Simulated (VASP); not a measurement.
# Ge (Cmmm) in VASP: single point with r2SCAN

Aim: the single point of Ge with r2SCAN.

Program: VASP 6.6.1. These are calculated values, not measurements. Logs are shortened: lines on timing, memory, paths and dates and some standing lists are left out, and cuts for length are marked.

### Step 1. The cell of the first run

It takes space group Cmmm (No. 65, orthorhombic). The conventional cell has a = 2.812 Å, b = 5.171 Å, c = 2.575 Å, α = 90.00°, β = 90.00°, γ = 90.00°. Ge (site symmetry mmm) has 8 Ge at 2.58 to 2.94 Å within 3.4 Å.

### Step 2. Single point, r2SCAN

The input, POSCAR:

```
Ge
1.0
    1.4057701617     -2.5854312495      0.0000000000
    1.4057701617      2.5854312495      0.0000000000
    0.0000000000      0.0000000000      2.5751717511
Ge
1
Direct
    0.5000000000      0.5000000000      0.0000000000
```

The input, INCAR.step1:

```
SYSTEM = Ge
PREC = Accurate ; ENCUT = 520
ISMEAR = 0 ; SIGMA = 0.15
LREAL = .FALSE. ; LASPH = .TRUE.
NELM = 60 ; NBANDS = 13
GGA = PE ; ALGO = Normal
EDIFF = 1E-4 ; LWAVE = .TRUE.
LCHARG = .FALSE.
```

The input, INCAR.step2:

```
SYSTEM = Ge
PREC = Accurate ; ENCUT = 520
EDIFF = 1E-6 ; ISMEAR = 0
SIGMA = 0.15 ; LREAL = .FALSE.
LASPH = .TRUE. ; NELM = 60
ALGO = Normal ; ISIF = 2
LWAVE = .FALSE. ; LCHARG = .FALSE.
METAGGA = R2SCAN ; LMIXTAU = .TRUE.
NBANDS = 13 ; ISTART = 1
```

The input, KPOINTS:

```
regular mesh
0
G
  28 28 24
  0 0 0
```

Potentials or basis: VASP PAW PBE potentials, release 64 (Ge_d).

Launch:

```sh
$ cat potpaw_PBE.64/Ge_d/POTCAR > POTCAR
$ cp INCAR.step1 INCAR
$ mpirun -np 1 vasp_std > vasp.out
$ cp INCAR.step2 INCAR
$ mpirun -np 1 vasp_std > vasp.out
```

OUTCAR:

```text
SYSTEM = Ge
   PREC = Accurate
   ENCUT = 520
   EDIFF = 1E-6
   ISMEAR = 0
   LREAL = .FALSE.
   LASPH = .TRUE.
   NELM = 60
   ISIF = 2
   METAGGA = R2SCAN
   ISTART = 1

 ion  position               nearest neighbor table
   1  0.500  0.500  0.000-

  LATTYP: Found a base centered orthorhombic cell.
 ALAT       =     2.8115403234
 B/A-ratio  =     1.8391564425
 C/A-ratio  =     0.9159291544

  Lattice vectors:

 A1 = (   1.4057701617,  -2.5854312495,   0.0000000000)
 A2 = (   1.4057701617,   2.5854312495,   0.0000000000)
 A3 = (   0.0000000000,   0.0000000000,   2.5751717511)

Analysis of symmetry for initial positions (statically):
=====================================================================
 Subroutine PRICEL returns:
 Original cell was already a primitive cell.

 Routine SETGRP: Setting up the symmetry group for a
 base centered orthorhombic supercell.

 Subroutine GETGRP returns: Found  8 space group operations
 (whereof  8 operations were pure point group operations)
 out of a pool of  8 trial point group operations.

The static configuration has the point symmetry D_2h.

Analysis of symmetry for dynamics (positions and initial velocities):
=====================================================================
 Subroutine PRICEL returns:
 Original cell was already a primitive cell.

 Routine SETGRP: Setting up the symmetry group for a
 base centered orthorhombic supercell.

 Subroutine GETGRP returns: Found  8 space group operations
 (whereof  8 operations were pure point group operations)
 out of a pool of  8 trial point group operations.

The dynamic configuration has the point symmetry D_2h.

 Subroutine INISYM returns: Found  8 space group operations
 (whereof  8 operations are pure point group operations),
 and found     1 'primitive' translations

----------------------------------------------------------------------------------------

                                     Primitive cell

  volume of cell :      18.7190

  direct lattice vectors                    reciprocal lattice vectors
     1.405770162 -2.585431250  0.000000000     0.355676919 -0.193391335  0.000000000
     1.405770162  2.585431250  0.000000000     0.355676919  0.193391335  0.000000000
     0.000000000  0.000000000  2.575171751     0.000000000  0.000000000  0.388323614

  length of vectors
     2.942897296  2.942897296  2.575171751     0.404853404  0.404853404  0.388323614

  position of ions in fractional coordinates (direct lattice)
     0.500000000  0.500000000  0.000000000

  ion indices of the primitive-cell ions
   primitive index   ion index
                 1           1

[... 76 lines left out ...]
   NFREE  =      0    steps in history (QN), initial steepest desc. (CG)
   ISIF   =      2    stress and relaxation
   ISYM   =      2    0-nonsym 1-usesym 2-fastsym
   POTIM  = 0.5000    time-step for ionic-motion
   TEBEG  =    0.0;   TEEND  =   0.0 temperature during run
   PSTRESS=    0.0 pullay stress
   NELECT =      14.0000    total number of electrons
   NUPDOWN=      -1.0000    fix difference up-down
   EMIN   =  10.00;   EMAX   =-10.00  energy-range for DOS
   EFERMI =   0.00;   METHOD = LEGACY
   ISMEAR =     0;   SIGMA  =   0.15  broadening in eV -4-tet -1-fermi 0-gaus
   EFERMI_NEDOS =   21; number of points for ismear=-14 and -15
   IALGO  =     38    algorithm
   IMIX   =      4    mixing-type and parameters
     AMIX     =   0.40;   BMIX     =  1.00
     AMIX_MAG =   1.60;   BMIX_MAG =  1.00
  volume/ion in A,a.u.               =      18.72       126.32
  Fermi-wavevector in a.u.,A,eV,Ry     =   1.486014  2.808160 30.044911  2.208239
  Thomas-Fermi vector in A             =   2.599354
   LORBIT       =      0    0 simple, 1 ext, 2 COOP (PROOUT), +10 PAW based schemes
   METAGGA = R2SCAN    functional components
   LHFCALC =     F    Hartree Fock is set to
   AEXX    =    0.0000 exact exchange contribution
   IVDW    =     0    specifies the selected vdW correction
   LEPSILON=     F    determine dielectric tensor
   LRPA    =     F    only Hartree local field effects (RPA)
 non-spin polarized calculation
 Gauss-broadening in eV      SIGMA  =   0.15
  energy-cutoff  :      520.00
  volume of cell :       18.72
 maximum number of plane-waves:       517
 NGX is ok and might be reduce to    24
   NGX = 11   NGY = 11   NGZ =  9

 number of electron      14.0000009 magnetization

 Free energy of the ion-electron system (eV)
  ---------------------------------------------------
  ext. energy  EPLUGINS =         0.00000000
  ---------------------------------------------------
  free energy    TOTEN  =       -13.47572904 eV

  energy without entropy =      -13.47158555  energy(sigma->0) =      -13.47365729

 E-fermi :   6.6245     XC(G=0): -12.3402

 val. band max:        6.6234972859   @ k =   0.2143   0.1071   0.0833
 cond. band min:       6.6247936146   @ k =   0.2500   0.0357   0.2917
 fundamental gap:      0.0012963287
 Fermi energy:         6.6245435629

 k-point     1 :       0.0000    0.0000    0.0000
  band No.  band energies     occupation
      1     -18.9737      2.00000
      2     -18.8496      2.00000
      3     -18.8039      2.00000
      4     -18.6655      2.00000
      5     -18.6505      2.00000
      6      -7.2962      2.00000
      7      13.8656      0.00000
      8      15.1486      0.00000
      9      15.2162      0.00000
     10      17.8664      0.00000
     11      19.9815      0.00000
     12      21.8799      0.00000
     13      22.6722      0.00000
[... 354 lines left out ...]
  band No.  band energies     occupation
      1     -18.9351      2.00000
      2     -18.8311      2.00000
      3     -18.7304      2.00000
      4     -18.6940      2.00000
      5     -18.6722      2.00000
      6      -4.3597      2.00000
      7       4.2644      2.00000
      8      10.4420      0.00000
      9      15.1122      0.00000
     10      17.8625      0.00000
     11      22.5205      0.00000
     12      27.2499      0.00000
     13      28.5019      0.00000

 [... further k-points ...]
[... 5 lines left out ...]
  --------------------------------------------------------------------------------------
  -------------------------------------------------------------------------------------
  Total       -0.2165529     -0.3935446      0.6258641      0.0000000      0.0000000      0.0000000
  in kB      -18.5349325    -33.6837934     53.5682039      0.0000000      0.0000000      0.0000000
  external PRESSURE =       0.4498260 kB  Pullay stress =       0.0000000 kB

 VOLUME and BASIS-vectors are now :
 -----------------------------------------------------------------------------
  energy-cutoff  :      520.00
  volume of cell :       18.72
      direct lattice vectors                 reciprocal lattice vectors
     1.405770162 -2.585431250  0.000000000     0.355676919 -0.193391335  0.000000000
     1.405770162  2.585431250  0.000000000     0.355676919  0.193391335  0.000000000
     0.000000000  0.000000000  2.575171751     0.000000000  0.000000000  0.388323614

 POSITION                                       TOTAL-FORCE (eV/Angst)
 -----------------------------------------------------------------------------------
      1.40577      0.00000      0.00000        -0.000000      0.000000      0.000000
 -----------------------------------------------------------------------------------
    total drift:                               -0.000000     -0.000000     -0.000000

  FREE ENERGIE OF THE ION-ELECTRON SYSTEM (eV)
  ---------------------------------------------------
  free  energy   TOTEN  =       -13.4757290422 eV

  energy  without entropy=      -13.4715855477  energy(sigma->0) =      -13.47365729
```

OSZICAR.step1:

```text
N       E                     dE             d eps       ncg     rms          rms(c)
DAV:   1     0.625053918606E+02    0.62505E+02   -0.71006E+03 76942   0.298E+03
DAV:   2     0.112680114320E+01   -0.61379E+02   -0.58548E+02 75951   0.407E+02
DAV:   3    -0.418948728656E+01   -0.53163E+01   -0.52907E+01 81395   0.706E+01
DAV:   4    -0.426186042030E+01   -0.72373E-01   -0.72362E-01 81811   0.892E+00
DAV:   5    -0.426257458560E+01   -0.71417E-03   -0.71416E-03 83112   0.981E-01    0.147E+00
DAV:   6    -0.425441693776E+01    0.81576E-02   -0.69640E-03 90243   0.193E+00    0.834E-01
DAV:   7    -0.425105775083E+01    0.33592E-02   -0.62146E-03 93665   0.154E+00    0.742E-02
DAV:   8    -0.425098542073E+01    0.72330E-04   -0.73038E-04 86118   0.595E-01
   1 F= -.42509854E+01 E0= -.42487567E+01  d E =-.445753E-02
```

It took 24 min on 1 thread of Oxide Virtual Turin-like, shared host; peak memory 0.63 GiB.

What came out:

```
Free energy            : -13.4757 eV
Pressure               : 0.0 GPa
Band gap on the k mesh : zero (bands 7 and 8 overlap by 10.75 eV)
```

Stress tensor (GPa, compression positive):
```
-1.85  0.00  0.00
 0.00 -3.37  0.00
 0.00  0.00  5.36
```

Caveat: the PAW data sets were made with another functional, which shifts forces and pressure a little.
